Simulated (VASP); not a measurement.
# Hf3Be (I4/mmm) in VASP: a series of runs

The runs below take Hf3Be through single point, with LDA.

Program: VASP 6.6.1. These are calculated values, not measurements. Logs are shortened: lines on timing, memory, paths and dates and some standing lists are left out, and cuts for length are marked.

## Step 1: The cell of the first run

The structure is tetragonal, space group I4/mmm (No. 139). Conventional cell: a = 4.184 Å, b = 4.184 Å, c = 8.706 Å, α = 90.00°, β = 90.00°, γ = 90.00°. Within 3.9 Å of Hf (site symmetry -4m2) lie 8 Hf at 2.96 to 3.02 Å and 4 Be at 3.02 Å. Within 3.9 Å of Hf (site symmetry 4/mmm) lie 4 Be at 2.96 Å and 8 Hf at 3.02 Å. Be (site symmetry 4/mmm) has 12 Hf at 2.96 to 3.02 Å within 3.9 Å.

## Step 2: Single point, LDA

INCAR

```
SYSTEM = Hf3Be
  PREC = Accurate
  ENCUT = 520
  EDIFF = 1E-7
  ISMEAR = -1
  SIGMA = 0.1
  LREAL = .False.
  LASPH = .True.
  NELM = 80
  ALGO = Normal
  ISIF = 2
  LWAVE = .False.
  LCHARG = .True.
  GGA = CA
  LELF = .True.
  LVHAR = .True.
  NBANDS = 24
```

KPOINTS

```
Automatic mesh
0
Gamma
  7 7 7
  0 0 0
```

POSCAR

```
Hf3Be
1.0
   -2.0920000000      2.0920000000      4.3530460000
    2.0920000000     -2.0920000000      4.3530460000
    2.0920000000      2.0920000000     -4.3530460000
Hf Be
3 1
Direct
    0.7500000000      0.2500000000      0.5000000000
    0.2500000000      0.7500000000      0.5000000000
    0.5000000000      0.5000000000      0.0000000000
    0.0000000000      0.0000000000      0.0000000000
```

Potentials or basis: VASP PAW LDA potentials, release 64 (Hf_pv, Be).

Command:

```
$ cat potpaw_LDA.64/Hf_pv/POTCAR potpaw_LDA.64/Be/POTCAR > POTCAR
$ mpirun -np 1 vasp_std > vasp.out
```

OUTCAR:

```text
SYSTEM = Hf3Be
   PREC = Accurate
   ENCUT = 520
   EDIFF = 1E-7
   ISMEAR = -1
   LREAL = .False.
   LASPH = .True.
   NELM = 80
   ISIF = 2
   GGA = CA

 ion  position               nearest neighbor table
   1  0.750  0.250  0.500-   2 2.96   2 2.96   2 2.96   2 2.96   3 3.02   3 3.02   4 3.02   4 3.02
                             4 3.02   3 3.02   4 3.02   3 3.02
   2  0.250  0.750  0.500-   1 2.96   1 2.96   1 2.96   1 2.96   4 3.02   4 3.02   3 3.02   3 3.02
                             4 3.02   3 3.02   4 3.02   3 3.02
   3  0.500  0.500  0.000-   4 2.96   4 2.96   4 2.96   4 2.96   2 3.02   2 3.02   1 3.02   1 3.02
                             2 3.02   1 3.02   2 3.02   1 3.02
   4  0.000  0.000  0.000-   3 2.96   3 2.96   3 2.96   3 2.96   1 3.02   1 3.02   2 3.02   2 3.02
                             2 3.02   1 3.02   2 3.02   1 3.02

  LATTYP: Found a body centered tetragonal cell.
 ALAT       =     4.1840000000
 C/A-ratio  =     2.0808059273

  Lattice vectors:

 A1 = (  -2.0920000000,   2.0920000000,   4.3530460000)
 A2 = (   2.0920000000,  -2.0920000000,   4.3530460000)
 A3 = (   2.0920000000,   2.0920000000,  -4.3530460000)

Analysis of symmetry for initial positions (statically):
=====================================================================
 Subroutine PRICEL returns:
 Original cell was already a primitive cell.

 Routine SETGRP: Setting up the symmetry group for a
 body centered tetragonal supercell.

 Subroutine GETGRP returns: Found 16 space group operations
 (whereof 16 operations were pure point group operations)
 out of a pool of 16 trial point group operations.

The static configuration has the point symmetry D_4h.

Analysis of symmetry for dynamics (positions and initial velocities):
=====================================================================
 Subroutine PRICEL returns:
 Original cell was already a primitive cell.

 Routine SETGRP: Setting up the symmetry group for a
 body centered tetragonal supercell.

 Subroutine GETGRP returns: Found 16 space group operations
 (whereof 16 operations were pure point group operations)
 out of a pool of 16 trial point group operations.

The dynamic configuration has the point symmetry D_4h.

 Subroutine INISYM returns: Found 16 space group operations
 (whereof 16 operations are pure point group operations),
 and found     1 'primitive' translations

----------------------------------------------------------------------------------------

                                     Primitive cell

  volume of cell :      76.2038

  direct lattice vectors                    reciprocal lattice vectors
    -2.092000000  2.092000000  4.353046000     0.000000000  0.239005736  0.114862099
     2.092000000 -2.092000000  4.353046000     0.239005736  0.000000000  0.114862099
     2.092000000  2.092000000 -4.353046000     0.239005736  0.239005736  0.000000000

  length of vectors
     5.263263007  5.263263007  5.263263007     0.265173610  0.265173610  0.338005154

  position of ions in fractional coordinates (direct lattice)
     0.750000000  0.250000000  0.500000000
     0.250000000  0.750000000  0.500000000
     0.500000000  0.500000000  0.000000000
     0.000000000  0.000000000  0.000000000

  ion indices of the primitive-cell ions
   primitive index   ion index
                 1           1
                 2           2
                 3           3
                 4           4

----------------------------------------------------------------------------------------

 KPOINTS: Automatic mesh

Automatic generation of k-mesh.
 Grid dimensions read from file:
 generate k-points for:    7    7    7

 Generating k-lattice:

  Cartesian coordinates                     Fractional coordinates (reciprocal lattice)
     0.000000000  0.034143677  0.016408871     0.142857143  0.000000000  0.000000000
     0.034143677  0.000000000  0.016408871     0.000000000  0.142857143  0.000000000
     0.034143677  0.034143677  0.000000000     0.000000000  0.000000000  0.142857143

  Length of vectors
     0.037881944  0.037881944  0.048286451

  Shift w.r.t. Gamma in fractional coordinates (k-lattice)
     0.000000000  0.000000000  0.000000000

 Subroutine IBZKPT returns following result:
 ===========================================

 Found     40 irreducible k-points:

 Following reciprocal coordinates:
            Coordinates               Weight
  0.000000  0.000000  0.000000      1.000000
  0.142857  0.000000 -0.000000      8.000000
  0.285714 -0.000000  0.000000      8.000000
  0.428571 -0.000000  0.000000      8.000000
  0.142857  0.142857 -0.000000      8.000000
  0.285714  0.142857  0.000000     16.000000
[... 16 lines left out ...]
 -0.142857  0.285714  0.142857      8.000000
 -0.428571  0.428571  0.142857      8.000000
 [... further k-points ...]
   k-points           NKPTS =     40   k-points in BZ     NKDIM =     40   number of bands    NBANDS=     24
   number of dos      NEDOS =    301   number of ions     NIONS =      4
   total plane-waves  NPLWV =  64000
   dimension x,y,z NGX =    40 NGY =   40 NGZ =   40
   dimension x,y,z NGXF=    80 NGYF=   80 NGZF=   80
   ions per type =               3   1
   NGX,Y,Z   is equivalent  to a cutoff of  12.63, 12.63, 12.63 a.u.
   NGXF,Y,Z  is equivalent  to a cutoff of  25.27, 25.27, 25.27 a.u.
 SYSTEM =  Hf3Be
   PREC   = accura    normal or accurate (medium, high low for compatibility)
   ISTART =      0    job   : 0-new  1-cont  2-samecut
   ICHARG =      2    charge: 1-file 2-atom 10-const
   ISPIN  =      1    spin polarized calculation?
   LNONCOLLINEAR =      F non collinear calculations
   LSORBIT =      F    spin-orbit coupling
   LASPH  =      T    aspherical Exc in radial PAW
   ENCUT  =  520.0 eV  38.22 Ry    6.18 a.u.   9.79  9.79  9.79*2*pi/ulx,y,z
   NELM   =     80;   NELMIN=  2; NELMDL= -5     # of ELM steps
   EDIFF  = 0.1E-06   stopping-criterion for ELM
   LREAL  =      F    real-space projection
   EDIFFG = 0.1E-05   stopping-criterion for IOM
   NSW    =      0    number of steps for IOM
   IBRION =     -1    ionic relax: 0-MD 1-quasi-New 2-CG
   NFREE  =      0    steps in history (QN), initial steepest desc. (CG)
   ISIF   =      2    stress and relaxation
   ISYM   =      2    0-nonsym 1-usesym 2-fastsym
   POTIM  = 0.5000    time-step for ionic-motion
   TEBEG  =    0.0;   TEEND  =   0.0 temperature during run
   PSTRESS=    0.0 pullay stress
   NELECT =      32.0000    total number of electrons
   NUPDOWN=      -1.0000    fix difference up-down
   EMIN   =  10.00;   EMAX   =-10.00  energy-range for DOS
   EFERMI =   0.00;   METHOD = LEGACY
   ISMEAR =    -1;   SIGMA  =   0.10  broadening in eV -4-tet -1-fermi 0-gaus
   EFERMI_NEDOS =   21; number of points for ismear=-14 and -15
   IALGO  =     38    algorithm
   IMIX   =      4    mixing-type and parameters
     AMIX     =   0.40;   BMIX     =  1.00
     AMIX_MAG =   1.60;   BMIX_MAG =  1.00
  volume/ion in A,a.u.               =      19.05       128.56
  Fermi-wavevector in a.u.,A,eV,Ry     =   1.225931  2.316673 20.448282  1.502906
  Thomas-Fermi vector in A             =   2.360950
   LORBIT       =      0    0 simple, 1 ext, 2 COOP (PROOUT), +10 PAW based schemes
   GGA     = CA    functional components
   LHFCALC =     F    Hartree Fock is set to
   AEXX    =    0.0000 exact exchange contribution
   IVDW    =     0    specifies the selected vdW correction
   LEPSILON=     F    determine dielectric tensor
   LRPA    =     F    only Hartree local field effects (RPA)
 non-spin polarized calculation
  energy-cutoff  :      520.00
  volume of cell :       76.20
 maximum number of plane-waves:      2062
   NGX = 19   NGY = 19   NGZ = 19

 number of electron      31.9999998 magnetization

 Free energy of the ion-electron system (eV)
  ---------------------------------------------------
  ext. energy  EPLUGINS =         0.00000000
  ---------------------------------------------------
  free energy    TOTEN  =       -35.91241555 eV

  energy without entropy =      -35.82560918  energy(sigma->0) =      -35.86901237

 E-fermi :   4.4859     XC(G=0): -11.2899

 val. band max:        4.4781121374   @ k =  -0.4286  -0.4286   0.2857
 cond. band min:       4.5200551502   @ k =  -0.1429   0.1429   0.0000
 fundamental gap:      0.0419430128
 Fermi energy:         4.4859073523

 k-point     1 :       0.0000    0.0000    0.0000
  band No.  band energies     occupation
      1     -26.0080      2.00000
      2     -25.8591      2.00000
      3     -25.8591      2.00000
      4     -25.6119      2.00000
      5     -25.6119      2.00000
      6     -25.4443      2.00000
[... 16 lines left out ...]
     23       9.1407      0.00000
     24       9.1407      0.00000

 k-point     2 :       0.1429    0.0000   -0.0000
  band No.  band energies     occupation
      1     -26.0048      2.00000
      2     -25.8379      2.00000
      3     -25.8239      2.00000
      4     -25.6459      2.00000
      5     -25.6037      2.00000
      6     -25.3987      2.00000
[... 16 lines left out ...]
     23       8.7758      0.00000
     24       9.2607      0.00000

 k-point     3 :       0.2857   -0.0000    0.0000
  band No.  band energies     occupation
      1     -25.9652      2.00000
      2     -25.8090      2.00000
      3     -25.7868      2.00000
      4     -25.6219      2.00000
      5     -25.5759      2.00000
      6     -25.3455      2.00000
[... 16 lines left out ...]
     23       8.5388      0.00000
     24       8.7589      0.00000
[... 514 lines left out ...]
 k-point    23 :      -0.1429    0.2857    0.1429
  band No.  band energies     occupation
      1     -25.9253      2.00000
      2     -25.8046      2.00000
      3     -25.7053      2.00000
      4     -25.5802      2.00000
      5     -25.5755      2.00000
      6     -25.4600      2.00000
[... 16 lines left out ...]
     23       8.1155      0.00000
     24       8.1443      0.00000

 k-point    24 :      -0.4286    0.4286    0.1429
  band No.  band energies     occupation
      1     -26.0305      2.00000
      2     -25.9805      2.00000
      3     -25.8340      2.00000
      4     -25.6093      2.00000
      5     -25.5321      2.00000
      6     -25.2804      2.00000
[... 16 lines left out ...]
     23       7.9668      0.00000
     24       9.2110      0.00000

 [... further k-points ...]

------------------------ aborting loop because EDIFF is reached ----------------------------------------

  FORCE on cell =-STRESS in cart. coord.  units (eV):
  Direction    XX          YY          ZZ          XY          YZ          ZX
  --------------------------------------------------------------------------------------
  -------------------------------------------------------------------------------------
  Total       -3.7223088     -3.7223088     -3.4703359      0.0000000     -0.0000000      0.0000000
  in kB      -78.2611769    -78.2611769    -72.9634718      0.0000000     -0.0000000      0.0000000
  external PRESSURE =     -76.4952752 kB  Pullay stress =       0.0000000 kB

 VOLUME and BASIS-vectors are now :
 -----------------------------------------------------------------------------
  energy-cutoff  :      520.00
  volume of cell :       76.20
      direct lattice vectors                 reciprocal lattice vectors
    -2.092000000  2.092000000  4.353046000     0.000000000  0.239005736  0.114862099
     2.092000000 -2.092000000  4.353046000     0.239005736  0.000000000  0.114862099
     2.092000000  2.092000000 -4.353046000     0.239005736  0.239005736  0.000000000

 POSITION                                       TOTAL-FORCE (eV/Angst)
 -----------------------------------------------------------------------------------
      0.00000      2.09200      2.17652        -0.000000     -0.000000     -0.000000
      2.09200      0.00000      2.17652        -0.000000      0.000000      0.000000
      0.00000      0.00000      4.35305         0.000000     -0.000000      0.000000
      0.00000      0.00000      0.00000         0.000000     -0.000000      0.000000
 -----------------------------------------------------------------------------------
    total drift:                                0.000000     -0.000000      0.000000

  FREE ENERGIE OF THE ION-ELECTRON SYSTEM (eV)
  ---------------------------------------------------
  free  energy   TOTEN  =       -35.9124155536 eV

  energy  without entropy=      -35.8256091846  energy(sigma->0) =      -35.86901237
```

Wall time 4.6 min (1 thread of AMD EPYC 7R13, shared host); peak memory 0.2 GiB.

Results:

```yaml
Free_energy: -35.9124 eV
Pressure: -7.6 GPa
Band_gap_on_the_k_mesh: zero (band 16 reaches 4.64 eV, above the bottom of band 17 at 4.43 eV)
```

Stress tensor (GPa, compression positive):
```
-7.83  0.00  0.00
 0.00 -7.83  0.00
 0.00  0.00 -7.30
```

Caveat: spin-orbit coupling is left out, which moves the levels of the heavy elements.

(Continued in part 2 of 2.)
